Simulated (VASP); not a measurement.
Mg: single point with RPBE+D3(BJ)

Crystal: Mg.

```xyz
2
Lattice="3.2093 0.0000 0.0000 -1.6046 2.7793 0.0000 0.0000 0.0000 5.2103" Properties=species:S:1:pos:R:3 pbc="T T T"
Mg    1.6047    0.9264    3.9077
Mg    0.0000    1.8529    1.3026
```

```yaml
Program: VASP 6.6.1
Task: single point
Functional: RPBE
Dispersion: D3(BJ)
Potentials_or_basis: VASP PAW PBE potentials, release 64 (Mg)
Cutoff: 520 eV
k_mesh: 10 × 10 × 5
Occupations: fermi-dirac, width 0.05 eV
Spin: no spin polarisation
```

- Pressure: -13.1 GPa
- Band gap on the k mesh: zero (band 2 reaches 3.32 eV, above the bottom of band 3 at 1.46 eV)
- Dispersion energy per atom: -1.251 eV

Stress tensor (GPa, compression positive):
```
-13.45   0.00   0.00
  0.00 -13.45   0.00
  0.00   0.00 -12.40
```

Levels at points of the mesh, in eV from the Fermi level:
```tsv
k point	band 1	band 2	band 3	band 4	band 5
(0.00, 0.00, 0.00)	-6.91	-1.72	-1.24	10.86	10.86
(0.50, 0.00, 0.00)	-2.17	-2.14	2.61	2.96	3.24
```

It took 14 s on 1 thread of Intel(R) Xeon(R) Platinum 8375C CPU @ 2.90GHz (Ice Lake) (shared host), peak memory 0.17 GiB.

Caveat: the PAW data sets were made with another functional, which shifts forces and pressure a little; pairwise dispersion overbinds metals, which lowers pressure and volume.
